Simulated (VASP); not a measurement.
# Al7ZnN7 (a cell with a defect) in VASP: a series of runs

Al7ZnN7 (a cell with a defect) is run at these levels: PBEsol; tasks: single point.

Program: VASP 6.6.1. These are calculated values, not measurements. Logs are shortened: lines on timing, memory, paths and dates and some standing lists are left out, and cuts for length are marked.

### 1 The cell of the first run

The cell holds a defect, 15 atoms: a = 6.228 Å, b = 5.393 Å, c = 4.984 Å, α = 90.00°, β = 90.00°, γ = 90.00°.

### 2 Single point, PBEsol, collinear spin

INCAR reads:

```
SYSTEM = Al7ZnN7
PREC = Accurate
ENCUT = 520
EDIFF = 1E-6
ISMEAR = -1
SIGMA = 0.05
LREAL = Auto
LASPH = .TRUE.
NELM = 150
ALGO = Normal
ISIF = 2
LWAVE = .FALSE.
LCHARG = .FALSE.
ISPIN = 2
MAGMOM = 0.143 0 0.143 0 0.143 0 0 0.143 0 0.143 0.143 0 0 0 0.143
LORBIT = 11
GGA = PS
NBANDS = 51
NELECT = 67.0
```

KPOINTS reads:

```
Automatic mesh
0
Gamma
  1 1 1
  0.5 0.5 0.5
```

POSCAR reads:

```
Al7ZnN7
1.0
    6.2276320000      0.0000000000      0.0000000000
    0.0000000000      5.3932870000      0.0000000000
    0.0000000000      0.0000000000      4.9835290000
Al Zn N
7 1 7
Direct
    0.2599690000      0.1717560000      0.4936750000
    0.9961820000      0.6719630000      0.4909570000
    0.7438580000      0.1624640000      0.4987550000
    0.9960140000      0.3382880000      0.0130370000
    0.4917770000      0.3339540000      0.9930830000
    0.2476420000      0.8284840000      0.9867270000
    0.7575740000      0.8258760000      0.9931910000
    0.4966560000      0.6512910000      0.4994810000
    0.0028710000      0.3287180000      0.3711800000
    0.2492360000      0.8420790000      0.3720790000
    0.7626000000      0.8434850000      0.3753300000
    0.2516850000      0.1731260000      0.8860690000
    0.0036870000      0.6651710000      0.8768490000
    0.7373950000      0.1621530000      0.8805270000
    0.4927100000      0.6624680000      0.8844070000
```

Potentials or basis: VASP PAW PBE potentials, release 64 (Al, Zn, N).

On the command line:

```
$ cat potpaw_PBE.64/Al/POTCAR potpaw_PBE.64/Zn/POTCAR potpaw_PBE.64/N/POTCAR > POTCAR
$ mpirun -np 1 vasp_std > vasp.out
```

OUTCAR:

```text
SYSTEM = Al7ZnN7
   PREC = Accurate
   ENCUT = 520
   EDIFF = 1E-6
   ISMEAR = -1
   LREAL = Auto
   LASPH = .TRUE.
   NELM = 150
   ISIF = 2
   ISPIN = 2
   LORBIT = 11
   GGA = PS
   NELECT = 67.0

 ion  position               nearest neighbor table
   1  0.260  0.172  0.494-  10 1.88   9 1.91  12 1.96   8 2.98   5 3.01   5 3.01   3 3.01   4 3.04
                             6 3.08   6 3.13   2 3.16   2 3.16   8 3.17   4 3.19   3 3.21
   2  0.996  0.672  0.491-  11 1.82  10 1.92  13 1.92   9 1.95   4 2.99   7 3.01   7 3.03   6 3.04
                             3 3.08   6 3.08   8 3.11   8 3.12   1 3.16   1 3.16   4 3.16   3 3.17
   3  0.744  0.162  0.499-  11 1.83  14 1.90   9 1.95   1 3.01   4 3.04   8 3.05   7 3.06   5 3.06
                             2 3.08   7 3.11   5 3.11   4 3.15   8 3.16   2 3.17   1 3.21
   4  0.996  0.338  0.013-   9 1.79  13 1.89  12 1.93  14 1.98   2 2.99   7 3.02   3 3.04   1 3.04
                             6 3.08   5 3.09   7 3.14   5 3.14   3 3.15   2 3.16   6 3.17   1 3.19
   5  0.492  0.334  0.993-  12 1.81  15 1.85  14 1.87   8 3.00   1 3.01   1 3.01   8 3.05   3 3.06
                             6 3.07   4 3.09   3 3.11   6 3.12   7 3.13   4 3.14   7 3.20
   6  0.248  0.828  0.987-  13 1.84  15 1.84  10 1.92  12 1.93   8 3.04   2 3.04   7 3.05   5 3.07
                             4 3.08   1 3.08   2 3.08   5 3.12   1 3.13   8 3.14   4 3.17   7 3.18
   7  0.758  0.826  0.993-  13 1.85  14 1.90  11 1.91  15 1.95   2 3.01   4 3.02   2 3.03   6 3.05
                             3 3.06   8 3.10   3 3.11   5 3.13   4 3.14   8 3.15   6 3.18   5 3.20
   8  0.497  0.651  0.499-  15 1.92  10 1.96  11 2.05   1 2.98   5 3.00   6 3.04   5 3.05   3 3.05
                             7 3.10   2 3.11   2 3.12   6 3.14   7 3.15   3 3.16   1 3.17
   9  0.003  0.329  0.371-   4 1.79   1 1.91   2 1.95   3 1.95
  10  0.249  0.842  0.372-   1 1.88   2 1.92   6 1.92   8 1.96
  11  0.763  0.843  0.375-   2 1.82   3 1.83   7 1.91   8 2.05
  12  0.252  0.173  0.886-   5 1.81   6 1.93   4 1.93   1 1.96
  13  0.004  0.665  0.877-   6 1.84   7 1.85   4 1.89   2 1.92
  14  0.737  0.162  0.881-   5 1.87   7 1.90   3 1.90   4 1.98
  15  0.493  0.662  0.884-   6 1.84   5 1.85   8 1.92   7 1.95

  LATTYP: Found a simple orthorhombic cell.
 ALAT       =     4.9835290000
 B/A-ratio  =     1.0822224572
 C/A-ratio  =     1.2496429739

  Lattice vectors:

 A1 = (   0.0000000000,   0.0000000000,  -4.9835290000)
 A2 = (   0.0000000000,   5.3932870000,   0.0000000000)
 A3 = (   6.2276320000,   0.0000000000,   0.0000000000)

Analysis of symmetry for initial positions (statically):
=====================================================================
 Subroutine PRICEL returns:
 Original cell was already a primitive cell.

 Routine SETGRP: Setting up the symmetry group for a
 simple orthorhombic supercell.

[... 292 lines left out ...]

  FORCE on cell =-STRESS in cart. coord.  units (eV):
  Direction    XX          YY          ZZ          XY          YZ          ZX
  --------------------------------------------------------------------------------------
  -------------------------------------------------------------------------------------
  Total      -14.0659942     -5.4926510     -7.8574755     -1.7609293     -1.2758619      0.4434535
  in kB     -134.6379692    -52.5749814    -75.2107907    -16.8553994    -12.2123938      4.2446828
  external PRESSURE =     -87.4745804 kB  Pullay stress =       0.0000000 kB

 VOLUME and BASIS-vectors are now :
 -----------------------------------------------------------------------------
  energy-cutoff  :      520.00
  volume of cell :      167.38
      direct lattice vectors                 reciprocal lattice vectors
     6.227632000  0.000000000  0.000000000     0.160574678  0.000000000  0.000000000
     0.000000000  5.393287000  0.000000000     0.000000000  0.185415684  0.000000000
     0.000000000  0.000000000  4.983529000     0.000000000  0.000000000  0.200661018

 POSITION                                       TOTAL-FORCE (eV/Angst)
 -----------------------------------------------------------------------------------
      1.61899      0.92633      2.46024        -2.032228     -1.194128      0.726655
      6.20385      3.62409      2.44670         1.098793     -0.527371      0.503222
      4.63247      0.87621      2.48556         1.977423     -0.366397      0.385641
      6.20281      1.82448      0.06497         0.005668     -0.399301     -2.218837
      3.06261      1.80111      4.94906         0.793511     -0.198729     -1.274892
      1.54222      4.46825      4.91738        -0.383643      1.202748      0.942592
      4.71789      4.45419      4.94960        -0.485199      0.599718      0.403281
      3.09299      3.51260      2.48918         0.400255      1.012125     -0.647103
      0.01788      1.77287      1.84979        -0.399358      0.435109      1.960394
      1.55215      4.54157      1.85427        -0.889743      0.675907     -0.232577
      4.74919      4.54916      1.87047        -0.391751      0.181173     -0.702786
      1.56740      0.93372      4.41575        -1.165879     -0.861181     -0.762704
      0.02296      3.58746      4.36980        -0.524869     -0.472821     -0.435054
      4.59222      0.87454      4.38813         0.908640      0.374175      0.132950
      3.06842      3.57288      4.40747         1.088379     -0.461026      1.219218
 -----------------------------------------------------------------------------------
    total drift:                                0.009407      0.001970     -0.009000

  FREE ENERGIE OF THE ION-ELECTRON SYSTEM (eV)
  ---------------------------------------------------
  free  energy   TOTEN  =      -112.3652739478 eV

  energy  without entropy=     -112.3638908717  energy(sigma->0) =     -112.36458241

 total charge

# of ion       s       p       d       tot
------------------------------------------
    1        0.338   0.380   0.000   0.718
    2        0.349   0.436   0.000   0.786
    3        0.342   0.390   0.000   0.732
    4        0.356   0.445   0.000   0.802
    5        0.403   0.423   0.000   0.827
    6        0.361   0.441   0.000   0.802
    7        0.355   0.425   0.000   0.781
    8        0.551   0.538   9.811  10.901
    9        1.229   2.602   0.000   3.831
   10        1.228   2.536   0.000   3.764
   11        1.230   2.572   0.000   3.803
   12        1.230   2.571   0.000   3.801
   13        1.226   2.619   0.000   3.845
   14        1.226   2.558   0.000   3.784
   15        1.233   2.539   0.000   3.772
--------------------------------------------------
tot         11.659  21.477   9.811  42.948

 magnetization (x)

# of ion       s       p       d       tot
------------------------------------------
    1        0.000   0.021   0.000   0.022
    2       -0.000   0.006   0.000   0.006
    3        0.001   0.020   0.000   0.020
    4       -0.000   0.001   0.000   0.001
    5        0.001   0.006   0.000   0.007
    6       -0.001   0.001   0.000   0.001
    7       -0.001   0.000   0.000  -0.000
    8        0.005   0.054   0.050   0.108
    9        0.000   0.007   0.000   0.007
   10        0.001   0.055   0.000   0.056
   11       -0.000   0.026   0.000   0.026
   12        0.001   0.044   0.000   0.045
   13       -0.000   0.000   0.000   0.000
   14        0.001   0.046   0.000   0.047
   15        0.006   0.207   0.000   0.214
--------------------------------------------------
tot          0.015   0.496   0.050   0.560
```

OSZICAR:

```text
N       E                     dE             d eps       ncg     rms          rms(c)
DAV:   1     0.426594034119E+03    0.42659E+03   -0.29036E+04   204   0.127E+03
DAV:   2    -0.589999609373E+02   -0.48559E+03   -0.44338E+03   204   0.306E+02
DAV:   3    -0.127628194482E+03   -0.68628E+02   -0.67195E+02   242   0.120E+02
DAV:   4    -0.130063664171E+03   -0.24355E+01   -0.24206E+01   256   0.239E+01
DAV:   5    -0.130102128257E+03   -0.38464E-01   -0.38423E-01   256   0.335E+00    0.232E+01
DAV:   6    -0.112318498725E+03    0.17784E+02   -0.53292E+01   312   0.683E+01    0.104E+01
DAV:   7    -0.112583724216E+03   -0.26523E+00   -0.94747E+00   272   0.178E+01    0.654E+00
DAV:   8    -0.112420571459E+03    0.16315E+00   -0.12030E+00   296   0.815E+00    0.296E+00
DAV:   9    -0.112367400343E+03    0.53171E-01   -0.18790E-01   256   0.284E+00    0.816E-01
DAV:  10    -0.112365627269E+03    0.17731E-02   -0.45696E-02   304   0.124E+00    0.453E-01
DAV:  11    -0.112365274296E+03    0.35297E-03   -0.60418E-03   264   0.389E-01    0.278E-01
DAV:  12    -0.112365263378E+03    0.10918E-04   -0.15592E-03   280   0.227E-01    0.107E-01
DAV:  13    -0.112365265229E+03   -0.18515E-05   -0.29866E-04   288   0.105E-01    0.409E-02
DAV:  14    -0.112365274986E+03   -0.97566E-05   -0.92631E-05   256   0.564E-02    0.227E-02
DAV:  15    -0.112365273177E+03    0.18087E-05   -0.12070E-05   264   0.185E-02    0.123E-02
DAV:  16    -0.112365273948E+03   -0.77070E-06   -0.32882E-06   248   0.129E-02
   1 F= -.11236527E+03 E0= -.11236458E+03  d E =-.138308E-02  mag=     0.9962
```

It took 48 s on 1 thread of Oxide Virtual Turin-like, shared host; peak memory 0.28 GiB.

Results:

```yaml
Free_energy: -112.3653 eV
Largest_force: 2.467 eV/Å
Net_moment: 1.00 μB per cell
Site_moments: Al +0.02, +0.01, +0.00, -0.00; Zn +0.11; N +0.01, +0.06, +0.03, +0.04, +0.00, +0.05, +0.21 μB
Valence_electrons_inside_the_program's_atomic_spheres: Al 0.72, 0.79, 0.73, 0.80, 0.83, 0.78; Zn 10.90; N 3.83, 3.76, 3.80, 3.85, 3.78, 3.77
```

Forces on the atoms (eV/Å):
```
Al  -2.032 -1.194  0.727
Al   1.099 -0.527  0.503
Al   1.977 -0.366  0.386
Al   0.006 -0.399 -2.219
Al   0.794 -0.199 -1.275
Al  -0.384  1.203  0.943
Al  -0.485  0.600  0.403
Zn   0.400  1.012 -0.647
N   -0.399  0.435  1.960
N   -0.890  0.676 -0.233
N   -0.392  0.181 -0.703
N   -1.166 -0.861 -0.763
N   -0.525 -0.473 -0.435
N    0.909  0.374  0.133
N    1.088 -0.461  1.219
```

Levels at points of the mesh, in eV from the Fermi level:
Spin up:
```
           k point  band 30  band 31  band 32  band 33  band 34  band 35  band 36  band 37  band 38  band 39
(0.50, 0.50, 0.50)    -1.34    -1.26    -1.13    -0.80    -0.31     3.06     3.12     3.54     6.00     6.36
```
Spin down:
| k point | band 30 | band 31 | band 32 | band 33 | band 34 | band 35 | band 36 | band 37 |
| --- | --- | --- | --- | --- | --- | --- | --- | --- |
| (0.50, 0.50, 0.50) | -1.28 | -1.18 | -1.07 | -0.62 | 0.31 | 3.34 | 3.35 | 3.87 |

Caveat: the k points lie up to 1.26 Å⁻¹ apart; the cell carries a net charge on a neutralising background, which shifts energy and pressure; the cell is charged against a uniform background, so pressure and absolute levels hang on convention; the PAW data sets were made with another functional, which shifts forces and pressure a little.

### 3 Single point, PBEsol, collinear spin

INCAR, as its differences from that of step 2:

```diff
@@ -7,3 +7,3 @@
 LREAL = Auto
-LASPH = .TRUE.
+LASPH = .True.
 NELM = 150
@@ -11,4 +11,4 @@
 ISIF = 2
-LWAVE = .FALSE.
-LCHARG = .FALSE.
+LWAVE = .False.
+LCHARG = .True.
 ISPIN = 2
@@ -17,2 +17,4 @@
 GGA = PS
+LELF = .True.
+LVHAR = .True.
 NBANDS = 51
```

KPOINTS reads:

```
Automatic mesh
0
Gamma
  2 2 2
  0.5 0.5 0.5
```

POSCAR is that of step 2.

Potentials or basis: VASP PAW PBE potentials, release 64 (Al, Zn, N).

On the command line:

```
$ cat potpaw_PBE.64/Al/POTCAR potpaw_PBE.64/Zn/POTCAR potpaw_PBE.64/N/POTCAR > POTCAR
$ mpirun -np 1 vasp_std > vasp.out
```

Wall time 2.5 min (1 thread of Oxide Virtual Turin-like, shared host); peak memory 0.3 GiB.

Results (log left out):

```yaml
Free_energy: -113.1045 eV
Largest_force: 2.503 eV/Å
Net_moment: 0.94 μB per cell
Site_moments: Al +0.03, +0.01, +0.02, +0.00; Zn +0.06; N +0.04, +0.10, +0.07, +0.01 μB
Valence_electrons_inside_the_program's_atomic_spheres: Al 0.75, 0.79, 0.76, 0.80, 0.81; Zn 10.91; N 3.81, 3.75, 3.79, 3.80, 3.84
```

Forces on the atoms (eV/Å):
```
Al  -1.654 -0.779  0.817
Al   1.039 -0.404  0.655
Al   1.659 -0.063  0.525
Al  -0.044 -0.369 -2.476
Al   0.762  0.384 -0.980
Al   0.179  0.716  0.605
Al  -1.097  0.142  0.112
Zn   0.393  0.758 -0.640
N   -0.431  0.651  1.822
N   -0.076  0.075 -0.146
N   -1.200 -0.331 -0.596
N   -0.734 -0.547 -0.617
N   -0.551 -0.349 -0.441
N    0.548  0.659  0.194
N    1.208 -0.543  1.165
```

Levels at points of the mesh, in eV from the Fermi level:
Spin up:
```csv
k point,band 32,band 33,band 34,band 35,band 36,band 37
"(0.25, 0.25, 0.25)",-0.63,-0.36,-0.22,3.44,3.64,3.96
```
Spin down:
```csv
k point,band 31,band 32,band 33,band 34,band 35,band 36
"(0.25, 0.25, 0.25)",-0.88,-0.48,-0.24,0.14,3.68,3.89
```

Caveat: the k points lie up to 0.63 Å⁻¹ apart; the cell carries a net charge on a neutralising background, which shifts energy and pressure; the cell is charged against a uniform background, so pressure and absolute levels hang on convention; the PAW data sets were made with another functional, which shifts forces and pressure a little.
